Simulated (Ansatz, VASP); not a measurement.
# One calculation of BP, two programs

INCAR

```
ALGO = Normal
EDIFF = 1E-6
ENCUT = 520
GGA = PE
ISIF = 2
ISMEAR = -1
LASPH = True
LCHARG = False
LREAL = False
LWAVE = False
NBANDS = 11
NELM = 100
PREC = Accurate
SIGMA = 0.08
```

KPOINTS

```
k-points
0
Gamma
  17 17 17
```

Contents of POSCAR:

```
BP
1.0
    0.0000000000      1.7698873646      1.7698873646
    1.7698873646      0.0000000000      1.7698873646
    1.7698873646      1.7698873646      0.0000000000
B P
1 1
Direct
    0.0000000000      0.0000000000      0.0000000000
    0.5000000000      0.5000000000      0.5000000000
```

Input for Ansatz:

```yaml
crystal:
  lattice:
    - [0.0, 1.7698873646, 1.7698873646]
    - [1.7698873646, 0.0, 1.7698873646]
    - [1.7698873646, 1.7698873646, 0.0]
  atoms:
    - { symbol: B, position: [0.0, 0.0, 0.0] }
    - { symbol: P, position: [0.5, 0.5, 0.5] }
kpoints:
  mp_grid: { grid: [17, 17, 17] }
scf:
  occupations: { method: fermi_dirac, width: 0.08 }
hamiltonian:
  xc: pbe
  pseudopotentials: { kind: paw, source: ansatz }
output:
  forces: true
  stress: true
  eigenvalues: true
```

Change from the starting cell: volume scaled by 0.55, PAW files, source ansatz.

Alike in both runs: task single point; functional PBE; k mesh 17 × 17 × 17; occupations fermi-dirac, width 0.08 eV; no spin polarisation.

|  | VASP | Ansatz |
| --- | --- | --- |
| version | VASP 6.6.1 | Ansatz 0.2.0 |
| potentials or method | VASP PAW PBE potentials, release 64 (B, P) | PAW with other files of Ansatz's library (source ansatz), scalar-relativistic |
| plane-wave cutoff (eV) | 520 | 710 |
| valence electrons in the cell | 8 | 8 |

|  | VASP | Ansatz | Ansatz less VASP |
| --- | --- | --- | --- |
| pressure (GPa) | 277.6 | 280.2 | +2.56 |

Both programs put the cell under a high pressure, so it lies far from rest at this level.

Noted on VASP's run: the cell as given lies far from equilibrium.
